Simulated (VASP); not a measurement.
## HfN: single point with r2SCAN

The system is HfN.

```
CELL_PARAMETERS angstrom
3.13391 0.00000 0.00000
-1.56695 2.71404 0.00000
0.00000 0.00000 5.41677
ATOMIC_POSITIONS crystal
Hf 0.33333 0.66667 0.25000
Hf 0.66667 0.33333 0.75000
N 0.00000 0.00000 0.50000
N 0.00000 0.00000 0.00000
```

- Program: VASP 6.6.1
- Task: single point
- Functional: r2SCAN
- Potentials or basis: VASP PAW PBE potentials, release 64 (Hf_pv, N)
- Cutoff: 520 eV
- k mesh: 6 × 6 × 3
- Occupations: fermi-dirac, width 0.05 eV
- Spin: no spin polarisation

The pressure is -0.5 GPa and the band gap on the k mesh is zero (band 15 reaches 9.24 eV, above the bottom of band 16 at 8.06 eV).

Stress tensor (GPa, compression positive):
```
-0.77  0.00  0.00
 0.00 -0.77  0.00
 0.00  0.00  0.19
```

Levels at points of the mesh, in eV from the Fermi level:
```tsv
k point	band 13	band 14	band 15	band 16	band 17	band 18
(0.00, 0.00, 0.00)	-4.18	-2.28	-0.74	0.59	0.59	0.92
(0.50, 0.00, 0.00)	-3.87	-3.17	-2.99	2.19	2.66	4.38
```

Run time: 2.4 min on 1 thread of Intel Xeon 6975P-C, on a shared host, peak memory 0.17 GiB.

Caveat: the k points lie up to 0.39 Å⁻¹ apart; the PAW data sets were made with another functional, which shifts forces and pressure a little; spin-orbit coupling is left out, which moves the levels of the heavy elements.
